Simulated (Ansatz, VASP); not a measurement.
# BaTiO3: VASP beside Ansatz

File INCAR:

```
SYSTEM = BaTiO3
  PREC = Accurate
  ENCUT = 600
  EDIFF = 1E-6
  ISMEAR = 0
  SIGMA = 0.01
  LREAL = .False.
  LASPH = .True.
  NELM = 100
  ALGO = Normal
  ISIF = 3
  LWAVE = .False.
  LCHARG = .False.
  GGA = PE
  IBRION = 2
  NSW = 80
  EDIFFG = -0.001
```

KPOINTS

```
regular mesh
0
Gamma
  9 9 9
  0 0 0
```

POSCAR

```
BaTiO3
1.0
    2.8631729961      1.6530537000      2.3565033098
   -2.8631729961      1.6530537000      2.3565033098
    0.0000000000     -3.3061074001      2.3565033098
Ba Ti O
1 1 3
Direct
   -0.0054045580     -0.0054045580     -0.0054045580
    0.4803536279      0.4803536279      0.4803536279
    0.5112009885      0.5112009885      0.0218489532
    0.0218489532      0.5112009885      0.5112009885
    0.5112009885      0.0218489532      0.5112009885
```

Input for Ansatz:

```yaml
crystal:
  lattice:
    - [2.8631729961, 1.6530537, 2.3565033098]
    - [-2.8631729961, 1.6530537, 2.3565033098]
    - [0.0, -3.3061074001, 2.3565033098]
  atoms:
    - { symbol: Ba, position: [-0.005404558, -0.005404558, -0.005404558] }
    - { symbol: Ti, position: [0.4803536279, 0.4803536279, 0.4803536279] }
    - { symbol: O, position: [0.5112009885, 0.5112009885, 0.0218489532] }
    - { symbol: O, position: [0.0218489532, 0.5112009885, 0.5112009885] }
    - { symbol: O, position: [0.5112009885, 0.0218489532, 0.5112009885] }
basis:
  ecutwfc: 420
kpoints:
  mp_grid: { grid: [9, 9, 9] }
hamiltonian:
  xc: pbe
scf:
  occupations: { method: fixed }
output:
  forces: true
  stress: true
  eigenvalues: true
relax:
  adjacent_minimum: "off"
  f_tol: 0.001
  max_steps: 60
  cell: { stress_tol: 0.01 }
```

Alike in both runs: task relaxation of cell and atoms; functional PBE; k mesh 9 × 9 × 9; no spin polarisation.

|  | VASP | Ansatz |
| --- | --- | --- |
| version | VASP 6.6.1 | Ansatz 0.2.0 |
| potentials or method | VASP PAW PBE potentials, release 64 (Ba_sv, Ti_sv, O), cutoff 600 eV | scalar-relativistic, plane waves, PAW |
| occupations | gaussian, width 0.01 eV | fixed |
| valence electrons in the cell | 40 | 40 |

Ansatz gave:

| Property | Result |
| --- | --- |
| gap on the k mesh at the Fermi level, each at its own relaxed structure (eV) | 2.66 |
| relaxed volume (Å³/atom) | 13.38 |
| relaxed cell length with the largest relative difference (Å) | 4.060 |

What did VASP give for the same quantities?

gap on the k mesh at the Fermi level, each at its own relaxed structure (eV): 2.60; relaxed volume (Å³/atom): 13.52; relaxed cell length with the largest relative difference (Å): 4.074.

Neither program's run includes spin-orbit coupling.
